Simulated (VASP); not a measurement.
# Ni (Fm-3m) in VASP: a series of runs, part 2 of 2

VASP 6.6.1. Earlier steps stand in the parts before.

## Step 3: Single point, PBE+D3(BJ), collinear spin, ferromagnetic start

This run uses another cell than the first one, of 10.52 Å³/atom, 0.962 times its volume.

Contents of INCAR:

```
  ALGO = Fast
  EDIFF = 1E-7
  ENCUT = 520
  GGA = PE
  ISIF = 2
  ISMEAR = 0
  ISPIN = 2
  IVDW = 12
  LASPH = True
  LCHARG = False
  LMAXMIX = 4
  LORBIT = 11
  LREAL = False
  LWAVE = False
  MAGMOM = 0.81
  NBANDS = 15
  NELM = 150
  PREC = Accurate
  SIGMA = 0.1
```

Contents of KPOINTS:

```
k-points
0
Gamma
  20 20 20
```

Contents of POSCAR:

```
Ni
1.0
    0.0000000000      1.7390930534      1.7390930534
    1.7390930534      0.0000000000      1.7390930534
    1.7390930534      1.7390930534      0.0000000000
Ni
1
Direct
    0.0000000000      0.0000000000      0.0000000000
```

Potentials or basis: VASP PAW PBE potentials, release 64 (Ni).

Command:

```console
$ cat potpaw_PBE.64/Ni/POTCAR > POTCAR
$ mpirun -np 1 vasp_std > vasp.out
```

Run time: 76 s. Hardware: 1 thread of Intel Xeon Platinum 8488C (Sapphire Rapids), shared host; peak memory 0.18 GiB.

Results (log left out):

- Free energy: -5.9460 eV
- Pressure: -0.2 GPa
- Net moment: 0.62 μB per cell
- Site moments: Ni +0.63 μB
- Valence electrons inside the program's atomic spheres: Ni 9.37
- Dispersion energy per atom: -0.479 eV

Levels at points of the mesh, in eV from the Fermi level:
Spin up:
```tsv
k point	band 1	band 2	band 3	band 4	band 5	band 6	band 7	band 8	band 9	band 10
(0.00, 0.00, 0.00)	-9.25	-2.52	-2.52	-2.52	-1.29	-1.29	24.01	28.13	28.13	28.13
(0.50, 0.00, 0.00)	-5.02	-2.51	-2.51	-0.60	-0.60	-0.36	5.90	22.48	25.27	25.27
(0.50, 0.50, 0.00)	-4.85	-4.38	-0.54	-0.46	-0.46	2.47	9.52	15.14	15.14	20.15
```
Spin down:
| k point | band 1 | band 2 | band 3 | band 4 | band 5 | band 6 | band 7 | band 8 | band 9 | band 10 |
| --- | --- | --- | --- | --- | --- | --- | --- | --- | --- | --- |
| (0.00, 0.00, 0.00) | -9.28 | -1.77 | -1.77 | -1.77 | -0.71 | -0.71 | 23.85 | 28.11 | 28.11 | 28.11 |
| (0.50, 0.00, 0.00) | -4.59 | -1.89 | -1.89 | -0.41 | 0.16 | 0.16 | 6.33 | 22.34 | 25.35 | 25.35 |
| (0.50, 0.50, 0.00) | -4.52 | -3.77 | 0.07 | 0.40 | 0.40 | 2.43 | 9.77 | 15.15 | 15.15 | 20.33 |

Caveat: pairwise dispersion overbinds metals, which lowers pressure and volume.

## Step 4: Single point, PBE+D3(BJ), collinear spin, ferromagnetic start

This run uses another cell than the first one, of 10.52 Å³/atom, 0.962 times its volume.

INCAR is that of step 3.

KPOINTS is that of step 3.

Contents of POSCAR:

```
Ni
1.0
    0.0000000000      1.7390930538      1.7390930538
    1.7390930538      0.0000000000      1.7390930538
    1.7390930538      1.7390930538      0.0000000000
Ni
1
Direct
    0.0000000000      0.0000000000      0.0000000000
```

Potentials or basis: VASP PAW PBE potentials, release 64 (Ni).

Command:

```console
$ cat potpaw_PBE.64/Ni/POTCAR > POTCAR
$ mpirun -np 1 vasp_std > vasp.out
```

OUTCAR:

```text
EDIFF = 1E-7
   ENCUT = 520
   GGA = PE
   ISIF = 2
   ISMEAR = 0
   ISPIN = 2
   IVDW = 12
   LASPH = True
   LORBIT = 11
   LREAL = False
   NELM = 150
   PREC = Accurate
 IVDW          = 12

 ion  position               nearest neighbor table
   1  0.000  0.000  0.000-

  LATTYP: Found a face centered cubic cell.
 ALAT       =     3.4781861076

  Lattice vectors:

 A1 = (   0.0000000000,   1.7390930538,   1.7390930538)
 A2 = (   1.7390930538,   0.0000000000,   1.7390930538)
 A3 = (   1.7390930538,   1.7390930538,   0.0000000000)

Analysis of symmetry for initial positions (statically):
=====================================================================
 Subroutine PRICEL returns:
 Original cell was already a primitive cell.

 Routine SETGRP: Setting up the symmetry group for a
 face centered cubic supercell.

 Subroutine GETGRP returns: Found 48 space group operations
[... 631 lines left out ...]
      7      33.7147      0.00000
      8      37.9755      0.00000
      9      37.9755      0.00000
     10      37.9755      0.00000
     11      41.1575      0.00000
     12      41.1575      0.00000
     13      41.1575      0.00000
     14      43.8122      0.00000
[... 403 lines left out ...]
      4       8.1118      1.00000
      5       9.6508      0.99861
      6       9.9800      0.04803
      7      19.5259      0.00000
      8      31.8802      0.00000
      9      34.4025      0.00000
     10      36.5174      0.00000
     11      38.3575      0.00000
     12      40.2287      0.00000
     13      44.6524      0.00000
     14      51.4779      0.00000
     15      53.2595      0.00000

 [... further k-points ...]

------------------------ aborting loop because EDIFF is reached ----------------------------------------

 Edisp (eV)   -0.47904

 E8    (eV) :    -0.2072

  FORCE on cell =-STRESS in cart. coord.  units (eV):
  Direction    XX          YY          ZZ          XY          YZ          ZX
  --------------------------------------------------------------------------------------
  -------------------------------------------------------------------------------------
  Total      -0.01084    -0.01084    -0.01084     0.00000     0.00000     0.00000
  in kB      -1.65053    -1.65053    -1.65053     0.00000     0.00000     0.00000
  external pressure =       -1.65 kB  Pullay stress =        0.00 kB

 VOLUME and BASIS-vectors are now :
 -----------------------------------------------------------------------------
  energy-cutoff  :      520.00
  volume of cell :       10.52
      direct lattice vectors                 reciprocal lattice vectors
     0.000000000  1.739093054  1.739093054    -0.287506180  0.287506180  0.287506180
     1.739093054  0.000000000  1.739093054     0.287506180 -0.287506180  0.287506180
     1.739093054  1.739093054  0.000000000     0.287506180  0.287506180 -0.287506180

 POSITION                                       TOTAL-FORCE (eV/Angst)
 -----------------------------------------------------------------------------------
      0.00000      0.00000      0.00000        -0.000000      0.000000      0.000000
 -----------------------------------------------------------------------------------
    total drift:                                0.000000     -0.000000      0.000000

  FREE ENERGIE OF THE ION-ELECTRON SYSTEM (eV)
  ---------------------------------------------------
  free  energy   TOTEN  =        -5.9460459071 eV

  energy  without entropy=       -5.9376254699  energy(sigma->0) =       -5.94183569

 total charge

# of ion       s       p       d       tot
------------------------------------------
    1        0.513   0.529   8.330   9.372

 magnetization (x)

# of ion       s       p       d       tot
------------------------------------------
    1       -0.006  -0.025   0.664   0.632
```

OSZICAR:

```text
N       E                     dE             d eps       ncg     rms          rms(c)
DAV:   1     0.333340951821E+02    0.33334E+02   -0.42116E+03 16237   0.865E+02
DAV:   2    -0.503275069831E+01   -0.38367E+02   -0.35642E+02 17432   0.163E+02
DAV:   3    -0.648607718923E+01   -0.14533E+01   -0.14395E+01 18601   0.311E+01
DAV:   4    -0.649428292837E+01   -0.82057E-02   -0.82044E-02 18944   0.225E+00
DAV:   5    -0.649436987130E+01   -0.86943E-04   -0.86943E-04 19201   0.207E-01    0.102E+01
RMM:   6    -0.576786622496E+01    0.72650E+00   -0.15474E+00 20859   0.132E+01    0.606E+00
RMM:   7    -0.549113354550E+01    0.27673E+00   -0.16975E-01 20568   0.422E+00    0.220E+00
RMM:   8    -0.546945233573E+01    0.21681E-01   -0.45282E-03 23514   0.398E-01    0.988E-01
RMM:   9    -0.546749394675E+01    0.19584E-02   -0.80713E-04 23953   0.173E-01    0.240E-01
RMM:  10    -0.546701284651E+01    0.48110E-03   -0.16230E-04 22115   0.131E-01    0.374E-02
RMM:  11    -0.546700151649E+01    0.11330E-04   -0.41673E-05 23095   0.514E-02    0.367E-02
RMM:  12    -0.546700292292E+01   -0.14064E-05   -0.10016E-05 24644   0.190E-02    0.130E-02
RMM:  13    -0.546700295106E+01   -0.28142E-07   -0.11734E-06 23332   0.680E-03    0.217E-03
RMM:  14    -0.546700303917E+01   -0.88104E-07   -0.13938E-07 18251   0.235E-03
   1 F= -.59460459E+01 E0= -.59418357E+01  d E =-.842044E-02  mag=     0.6233
```

It took 34 s on 1 thread of Intel Xeon 6975P-C (Granite Rapids), shared host; peak memory 0.18 GiB.

Results:

```yaml
Free_energy: -5.9460 eV
Pressure: -0.2 GPa
Net_moment: 0.62 μB per cell
Site_moments: Ni +0.63 μB
Valence_electrons_inside_the_program's_atomic_spheres: Ni 9.37
Dispersion_energy_per_atom: -0.479 eV
```

Caveat: pairwise dispersion overbinds metals, which lowers pressure and volume.
